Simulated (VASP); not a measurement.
# TaRu (Pm-3m) in VASP: single point with LDA

Aim: the single point of TaRu with LDA.

All numbers are computed with VASP 6.6.1; they aren't measurements. Logs are shortened: lines on timing, memory, paths and dates and some standing lists are left out, and cuts for length are marked.

### Step 1. The cell of the first run

The structure is cubic, space group Pm-3m (No. 221). The conventional cell has a = 3.187 Å, b = 3.187 Å, c = 3.187 Å, α = 90.00°, β = 90.00°, γ = 90.00°. Within 3.6 Å of Ta (site symmetry m-3m) lie 8 Ru at 2.76 Å and 6 Ta at 3.19 Å. Ru (site symmetry m-3m) has 8 Ta at 2.76 Å and 6 Ru at 3.19 Å within 3.6 Å.

### Step 2. Single point, LDA

INCAR reads:

```
PREC = Accurate
ENCUT = 500
EDIFF = 1E-6
ISMEAR = 1
SIGMA = 0.1
LREAL = F
LASPH = T
NELM = 120
ALGO = Normal
ISIF = 2
LWAVE = F
LCHARG = F
GGA = CA
NBANDS = 20
GGA_COMPAT = F
```

KPOINTS reads:

```
regular mesh
0
Gamma
  9 9 9
```

POSCAR reads:

```
TaRu
1.0
    3.1870000000      0.0000000000      0.0000000000
    0.0000000000      3.1870000000      0.0000000000
    0.0000000000      0.0000000000      3.1870000000
Ta Ru
1 1
Direct
    0.5000000000      0.5000000000      0.5000000000
    0.0000000000      0.0000000000      0.0000000000
```

Potentials or basis: VASP PAW LDA potentials, release 64 (Ta_pv, Ru_pv).

Run with:

```sh
> cat potpaw_LDA.64/Ta_pv/POTCAR potpaw_LDA.64/Ru_pv/POTCAR > POTCAR
> mpirun -np 1 vasp_std > vasp.out
```

OUTCAR:

```text
PREC = Accurate
   ENCUT = 500
   EDIFF = 1E-6
   ISMEAR = 1
   LREAL = F
   LASPH = T
   NELM = 120
   ISIF = 2
   GGA = CA

 ion  position               nearest neighbor table
   1  0.500  0.500  0.500-   2 2.76   2 2.76   2 2.76   2 2.76   2 2.76   2 2.76   2 2.76   2 2.76

   2  0.000  0.000  0.000-   1 2.76   1 2.76   1 2.76   1 2.76   1 2.76   1 2.76   1 2.76   1 2.76

  LATTYP: Found a simple cubic cell.
 ALAT       =     3.1870000000

  Lattice vectors:

 A1 = (   3.1870000000,   0.0000000000,   0.0000000000)
 A2 = (   0.0000000000,   3.1870000000,   0.0000000000)
 A3 = (   0.0000000000,   0.0000000000,   3.1870000000)

Analysis of symmetry for initial positions (statically):
=====================================================================
 Subroutine PRICEL returns:
 Original cell was already a primitive cell.

 Routine SETGRP: Setting up the symmetry group for a
 simple cubic supercell.

 Subroutine GETGRP returns: Found 48 space group operations
 (whereof 48 operations were pure point group operations)
 out of a pool of 48 trial point group operations.

The static configuration has the point symmetry O_h .

Analysis of symmetry for dynamics (positions and initial velocities):
=====================================================================
 Subroutine PRICEL returns:
 Original cell was already a primitive cell.

 Routine SETGRP: Setting up the symmetry group for a
 simple cubic supercell.

 Subroutine GETGRP returns: Found 48 space group operations
 (whereof 48 operations were pure point group operations)
 out of a pool of 48 trial point group operations.

The dynamic configuration has the point symmetry O_h .

 Subroutine INISYM returns: Found 48 space group operations
 (whereof 48 operations are pure point group operations),
 and found     1 'primitive' translations

----------------------------------------------------------------------------------------

                                     Primitive cell

  volume of cell :      32.3703

  direct lattice vectors                    reciprocal lattice vectors
     3.187000000  0.000000000  0.000000000     0.313774710  0.000000000  0.000000000
     0.000000000  3.187000000  0.000000000     0.000000000  0.313774710  0.000000000
     0.000000000  0.000000000  3.187000000     0.000000000  0.000000000  0.313774710

  length of vectors
     3.187000000  3.187000000  3.187000000     0.313774710  0.313774710  0.313774710

  position of ions in fractional coordinates (direct lattice)
     0.500000000  0.500000000  0.500000000
     0.000000000  0.000000000  0.000000000

  ion indices of the primitive-cell ions
   primitive index   ion index
                 1           1
                 2           2

----------------------------------------------------------------------------------------

 KPOINTS: regular mesh

Automatic generation of k-mesh.
 Grid dimensions read from file:
 generate k-points for:    9    9    9

 Generating k-lattice:

  Cartesian coordinates                     Fractional coordinates (reciprocal lattice)
     0.034863857  0.000000000  0.000000000     0.111111111  0.000000000  0.000000000
     0.000000000  0.034863857  0.000000000     0.000000000  0.111111111  0.000000000
     0.000000000  0.000000000  0.034863857     0.000000000  0.000000000  0.111111111

  Length of vectors
     0.034863857  0.034863857  0.034863857

  Shift w.r.t. Gamma in fractional coordinates (k-lattice)
     0.000000000  0.000000000  0.000000000

 Subroutine IBZKPT returns following result:
 ===========================================

 Found     35 irreducible k-points:

 Following reciprocal coordinates:
            Coordinates               Weight
  0.000000  0.000000  0.000000      1.000000
  0.111111  0.000000  0.000000      6.000000
  0.222222  0.000000  0.000000      6.000000
  0.333333  0.000000  0.000000      6.000000
  0.444444  0.000000  0.000000      6.000000
  0.111111  0.111111  0.000000     12.000000
[... 16 lines left out ...]
  0.333333  0.333333  0.111111     24.000000
  0.444444  0.333333  0.111111     48.000000
 [... further k-points ...]
   k-points           NKPTS =     35   k-points in BZ     NKDIM =     35   number of bands    NBANDS=     20
   number of dos      NEDOS =    301   number of ions     NIONS =      2
   total plane-waves  NPLWV =  13824
   dimension x,y,z NGX =    24 NGY =   24 NGZ =   24
   dimension x,y,z NGXF=    48 NGYF=   48 NGZF=   48
   ions per type =               1   1
   NGX,Y,Z   is equivalent  to a cutoff of  12.52, 12.52, 12.52 a.u.
   NGXF,Y,Z  is equivalent  to a cutoff of  25.04, 25.04, 25.04 a.u.
 SYSTEM =  unknown system
   PREC   = accura    normal or accurate (medium, high low for compatibility)
   ISTART =      0    job   : 0-new  1-cont  2-samecut
   ICHARG =      2    charge: 1-file 2-atom 10-const
   ISPIN  =      1    spin polarized calculation?
   LNONCOLLINEAR =      F non collinear calculations
   LSORBIT =      F    spin-orbit coupling
   LASPH  =      T    aspherical Exc in radial PAW
   ENCUT  =  500.0 eV  36.75 Ry    6.06 a.u.   5.81  5.81  5.81*2*pi/ulx,y,z
   NELM   =    120;   NELMIN=  2; NELMDL= -5     # of ELM steps
   EDIFF  = 0.1E-05   stopping-criterion for ELM
   LREAL  =      F    real-space projection
   EDIFFG = 0.1E-04   stopping-criterion for IOM
   NSW    =      0    number of steps for IOM
   IBRION =     -1    ionic relax: 0-MD 1-quasi-New 2-CG
   NFREE  =      0    steps in history (QN), initial steepest desc. (CG)
   ISIF   =      2    stress and relaxation
   ISYM   =      2    0-nonsym 1-usesym 2-fastsym
   POTIM  = 0.5000    time-step for ionic-motion
   TEBEG  =    0.0;   TEEND  =   0.0 temperature during run
   PSTRESS=    0.0 pullay stress
   NELECT =      25.0000    total number of electrons
   NUPDOWN=      -1.0000    fix difference up-down
   EMIN   =  10.00;   EMAX   =-10.00  energy-range for DOS
   EFERMI =   0.00;   METHOD = LEGACY
   ISMEAR =     1;   SIGMA  =   0.10  broadening in eV -4-tet -1-fermi 0-gaus
   EFERMI_NEDOS =   21; number of points for ismear=-14 and -15
   IALGO  =     38    algorithm
   IMIX   =      4    mixing-type and parameters
     AMIX     =   0.40;   BMIX     =  1.00
     AMIX_MAG =   1.60;   BMIX_MAG =  1.00
  volume/ion in A,a.u.               =      16.19       109.22
  Fermi-wavevector in a.u.,A,eV,Ry     =   1.502010  2.838387 30.695199  2.256033
  Thomas-Fermi vector in A             =   2.613306
   LORBIT       =      0    0 simple, 1 ext, 2 COOP (PROOUT), +10 PAW based schemes
   GGA     = CA    functional components
   LHFCALC =     F    Hartree Fock is set to
   AEXX    =    0.0000 exact exchange contribution
   IVDW    =     0    specifies the selected vdW correction
   LEPSILON=     F    determine dielectric tensor
   LRPA    =     F    only Hartree local field effects (RPA)
 non-spin polarized calculation
 Methfessel and Paxton  Order N= 1 SIGMA  =   0.10
  energy-cutoff  :      500.00
  volume of cell :       32.37
 maximum number of plane-waves:       843
 NGX is ok and might be reduce to    24
   NGX = 11   NGY = 11   NGZ = 11

 number of electron      24.9999993 magnetization

 Free energy of the ion-electron system (eV)
  ---------------------------------------------------
  ext. energy  EPLUGINS =         0.00000000
  ---------------------------------------------------
  free energy    TOTEN  =       -23.89608848 eV

  energy without entropy =      -23.89405993  energy(sigma->0) =      -23.89541229

 E-fermi :   9.1713     XC(G=0): -13.3516

 val. band max:        9.1553402488   @ k =   0.4444   0.4444   0.2222
 cond. band min:       9.1875092961   @ k =   0.4444   0.0000   0.0000
 fundamental gap:      0.0321690473
 Fermi energy:         9.1712589882

 k-point     1 :       0.0000    0.0000    0.0000
  band No.  band energies     occupation
      1     -33.7995      2.00000
      2     -33.7995      2.00000
      3     -33.7995      2.00000
      4     -25.7042      2.00000
      5     -25.7042      2.00000
      6     -25.7042      2.00000
[... 12 lines left out ...]
     19      17.1423      0.00000
     20      17.1423      0.00000

 k-point     2 :       0.1111    0.0000    0.0000
  band No.  band energies     occupation
      1     -33.8104      2.00000
      2     -33.7974      2.00000
      3     -33.7974      2.00000
      4     -25.7431      2.00000
      5     -25.7042      2.00000
      6     -25.7042      2.00000
[... 12 lines left out ...]
     19      18.2404      0.00000
     20      18.2404      0.00000

 k-point     3 :       0.2222    0.0000    0.0000
  band No.  band energies     occupation
      1     -33.8378      2.00000
      2     -33.7921      2.00000
      3     -33.7921      2.00000
      4     -25.8407      2.00000
      5     -25.7042      2.00000
      6     -25.7042      2.00000
[... 12 lines left out ...]
     19      19.1394      0.00000
     20      20.4369      0.00000

 k-point     4 :       0.3333    0.0000    0.0000
  band No.  band energies     occupation
      1     -33.8688      2.00000
      2     -33.7860      2.00000
      3     -33.7860      2.00000
      4     -25.9496      2.00000
      5     -25.7043      2.00000
      6     -25.7043      2.00000
[... 12 lines left out ...]
     19      19.1393      0.00000
     20      21.1015      0.00000

 k-point     5 :       0.4444    0.0000    0.0000
  band No.  band energies     occupation
      1     -33.8890      2.00000
      2     -33.7821      2.00000
      3     -33.7821      2.00000
      4     -26.0196      2.00000
      5     -25.7044      2.00000
      6     -25.7044      2.00000
[... 12 lines left out ...]
     19      19.1392      0.00000
     20      21.1011      0.00000
[... 353 lines left out ...]
      6     -25.7271      2.00000
[... 12 lines left out ...]
     19      19.1265      0.00000
     20      19.2335      0.00000

 k-point    22 :       0.4444    0.2222    0.1111
  band No.  band energies     occupation
      1     -33.8926      2.00000
      2     -33.8304      2.00000
      3     -33.7910      2.00000
      4     -25.9821      2.00000
      5     -25.8066      2.00000
      6     -25.7232      2.00000
[... 12 lines left out ...]
     19      19.1384      0.00000
     20      20.1860      0.00000

 k-point    23 :       0.3333    0.3333    0.1111
  band No.  band energies     occupation
      1     -33.8740      2.00000
      2     -33.8658      2.00000
      3     -33.7898      2.00000
      4     -25.9138      2.00000
      5     -25.8900      2.00000
      6     -25.7203      2.00000
[... 12 lines left out ...]
     19      18.4491      0.00000
     20      19.1408      0.00000

 k-point    24 :       0.4444    0.3333    0.1111
  band No.  band energies     occupation
      1     -33.8947      2.00000
      2     -33.8701      2.00000
      3     -33.7869      2.00000
      4     -25.9593      2.00000
      5     -25.8900      2.00000
      6     -25.7156      2.00000
[... 12 lines left out ...]
     19      18.7533      0.00000
     20      19.1387      0.00000

 [... further k-points ...]
[... 5 lines left out ...]
  --------------------------------------------------------------------------------------
  -------------------------------------------------------------------------------------
  Total       -3.1218938     -3.1218938     -3.1218938      0.0000000      0.0000000      0.0000000
  in kB     -154.5192252   -154.5192252   -154.5192252      0.0000000      0.0000000      0.0000000
  external PRESSURE =    -154.5192252 kB  Pullay stress =       0.0000000 kB

 VOLUME and BASIS-vectors are now :
 -----------------------------------------------------------------------------
  energy-cutoff  :      500.00
  volume of cell :       32.37
      direct lattice vectors                 reciprocal lattice vectors
     3.187000000  0.000000000  0.000000000     0.313774710  0.000000000  0.000000000
     0.000000000  3.187000000  0.000000000     0.000000000  0.313774710  0.000000000
     0.000000000  0.000000000  3.187000000     0.000000000  0.000000000  0.313774710

 POSITION                                       TOTAL-FORCE (eV/Angst)
 -----------------------------------------------------------------------------------
      1.59350      1.59350      1.59350         0.000000      0.000000      0.000000
      0.00000      0.00000      0.00000         0.000000      0.000000      0.000000
 -----------------------------------------------------------------------------------
    total drift:                                0.000000      0.000000     -0.000000

  FREE ENERGIE OF THE ION-ELECTRON SYSTEM (eV)
  ---------------------------------------------------
  free  energy   TOTEN  =       -23.8960884753 eV

  energy  without entropy=      -23.8940599338  energy(sigma->0) =      -23.89541229
```

Wall time 7.4 s (1 thread of Intel Xeon Platinum 8488C (Sapphire Rapids), shared host); peak memory 0.14 GiB.

Results:

```yaml
Free_energy: -23.8961 eV
Pressure: -15.5 GPa
```

Caveat: spin-orbit coupling is left out, which moves the levels of the heavy elements.
